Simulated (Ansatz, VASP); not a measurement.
## Two plane-wave programs on Nb

File INCAR:

```
SYSTEM = Nb
AGGAC = 1.0
AGGAX = 1.0
ALDAC = 0.0
ALDAX = 1.0
ALGO = Normal
EDIFF = 1E-6
EDIFFG = -0.01
ENCUT = 600
GGA = B5
IBRION = 2
ISIF = 3
ISMEAR = -1
LASPH = .TRUE.
LCHARG = .FALSE.
LREAL = .FALSE.
LWAVE = .FALSE.
NELM = 80
NSW = 60
PREC = Accurate
SIGMA = 0.05
```

Contents of KPOINTS:

```
k-points
0
G
  11 11 11
  0 0 0
```

The input POSCAR:

```
Nb
1.0
    0.0000000000      2.1150000000      2.1150000000
    2.1150000000      0.0000000000      2.1150000000
    2.1150000000      2.1150000000      0.0000000000
Nb
1
Direct
    0.0000000000      0.0000000000      0.0000000000
```

File input.yaml:

```yaml
crystal:
  lattice:
    - [0.0, 2.115, 2.115]
    - [2.115, 0.0, 2.115]
    - [2.115, 2.115, 0.0]
  atoms:
    - { symbol: Nb, position: [0.0, 0.0, 0.0] }
hamiltonian:
  xc: blyp
  pseudopotentials: { kind: paw }
kpoints:
  mp_grid: { grid: [11, 11, 11] }
scf:
  occupations: { method: fermi_dirac, width: 0.05 }
output:
  forces: true
  stress: true
  eigenvalues: true
relax:
  f_tol: 0.01
  max_steps: 40
  cell: { stress_tol: 0.05 }
```

Alike in both runs: task relaxation of cell and atoms; functional BLYP; k mesh 11 × 11 × 11; occupations fermi-dirac, width 0.05 eV; no spin polarisation.

|  | VASP | Ansatz |
| --- | --- | --- |
| version | VASP 6.6.1 | Ansatz 0.2.0 |
| potentials or method | VASP PAW PBE potentials, release 64 (Nb_sv) | Ansatz PAW |
| plane-wave cutoff (eV) | 600 | 420 |
| valence electrons in the cell | 13 | 13 |

```tsv
	VASP	Ansatz	Ansatz less VASP
gap on the k mesh at the Fermi level, each at its own relaxed structure (eV)	none	none	-
relaxed volume (Å³/atom)	19.42	19.41	-0.007
relaxed cell length with the largest relative difference (Å)	3.017	3.017	-0.0003
```

VASP's potentials were made for PBE, not for BLYP. A gap of «none» marks a metal or a gap that the smearing closes.

Noted on Ansatz's run: the plane-wave basis is chosen anew once the cell has moved, so the energies of steps on either side of that aren't comparable.
